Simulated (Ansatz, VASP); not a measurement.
## Ir in VASP and in Ansatz

Contents of INCAR:

```
SYSTEM = Ir
PREC = Accurate
ENCUT = 500
EDIFF = 1E-6
ISMEAR = 0
SIGMA = 0.15
LREAL = .False.
LASPH = .True.
NELM = 120
ALGO = Normal
ISIF = 2
LWAVE = .False.
LCHARG = .False.
GGA = PS
NBANDS = 24
GGA_COMPAT = .False.
```

KPOINTS

```
Automatic mesh
0
Gamma
  24 24 12
  0 0 0
```

File POSCAR:

```
Ir
1.0
    2.6653403988      0.0000000000      0.0000000000
   -1.3326701994      2.3082524951      0.0000000000
    0.0000000000      0.0000000000      4.7550262051
Ir
2
Direct
    0.6666666667      0.3333333333      0.7500000000
    0.3333333333      0.6666666667      0.2500000000
```

Input for Ansatz:

```yaml
crystal:
  lattice:
    - [2.6653403988, 0.0, 0.0]
    - [-1.3326701994, 2.3082524951, 0.0]
    - [0.0, 0.0, 4.7550262051]
  atoms:
    - { symbol: Ir, position: [0.6666666667, 0.3333333333, 0.75] }
    - { symbol: Ir, position: [0.3333333333, 0.6666666667, 0.25] }
basis:
  ecutwfc: 420
kpoints:
  mp_grid: { grid: [24, 24, 12] }
hamiltonian:
  xc: pbesol
scf:
  occupations: { method: gaussian, width: 0.15 }
output:
  forces: true
  stress: true
  eigenvalues: true
```

Alike in both runs: task single point; functional PBEsol; k mesh 24 × 24 × 12; occupations gaussian, width 0.15 eV; no spin polarisation.

|  | VASP | Ansatz |
| --- | --- | --- |
| version | VASP 6.6.1 | Ansatz 0.2.0 |
| potentials or method | VASP PAW PBE potentials, release 64 (Ir_sv_GW), cutoff 500 eV | scalar-relativistic, plane waves, PAW |
| valence electrons in the cell | 34 | 34 |

|  | VASP | Ansatz | Ansatz less VASP |
| --- | --- | --- | --- |
| gap on the k mesh at the Fermi level (eV) | none | none | - |
| pressure (GPa) | -11.9 | -8.9 | +3.03 |
| traceless stress, the component that is largest in VASP (GPa) | -21.62 | -21.67 | -0.048 |

VASP's potentials were made for PBE, not for PBEsol. A gap of «none» marks a metal or a gap that the smearing closes.

Neither program's run includes spin-orbit coupling.
